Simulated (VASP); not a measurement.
TiTe2:

```
Ti Te
1.0
     3.77700    0.00000    0.00000
    -1.88850    3.27098    0.00000
     0.00000    0.00000    6.49800
Ti Te
1 2
Direct
  0.00000 0.00000 0.00000
  0.66667 0.33333 0.26280
  0.33333 0.66667 0.73720
```

| Item | Value |
| --- | --- |
| Program | VASP 6.6.1 |
| Task | relaxation of cell and atoms |
| Functional | PBE |
| Dispersion | D3(BJ) |
| Potentials or basis | VASP PAW PBE potentials, release 64 (Ti_sv, Te) |
| Cutoff | 600 eV |
| k mesh | 15 × 15 × 8 |
| Occupations | gaussian, width 0.1 eV |
| Spin | no spin polarisation |

At the start: pressure -2.0 GPa; volume 26.76 Å³/atom.

How do energy, volume and symmetry change on relaxing?

Over 10 steps the energy falls by 12.1 meV/atom and the volume is 25.14 Å³/atom (-6.0 %); space group P-3m1 (No. 164, to 0.05 Å).

Step by step:
```csv
step,energy change (eV),largest force (eV/Å),pressure (GPa),volume (Å³)
1,0.0000,0.0433,-2.04,80.28
2,-0.0163,0.4428,1.13,76.38
3,-0.0195,0.3247,0.15,77.47
4,-0.0286,0.2020,0.06,76.88
5,-0.0322,0.0538,-0.03,76.18
6,-0.0339,0.0363,-0.05,76.00
7,-0.0361,0.0205,-0.08,75.47
8,-0.0361,0.0164,-0.08,75.51
9,-0.0360,0.0282,0.20,75.26
10,-0.0362,0.0018,0.01,75.42
```

Final structure:
```yaml
crystal:
  lattice:
    - [3.69481, 0.00000, 0.00000]
    - [-1.84740, 3.19980, 0.00000]
    - [0.00000, 0.00000, 6.37967]
  atoms:
    - { symbol: Ti, position: [0.00000, 0.00000, 0.00000] }
    - { symbol: Te, position: [0.66667, 0.33333, 0.27152] }
    - { symbol: Te, position: [0.33333, 0.66667, 0.72848] }
```
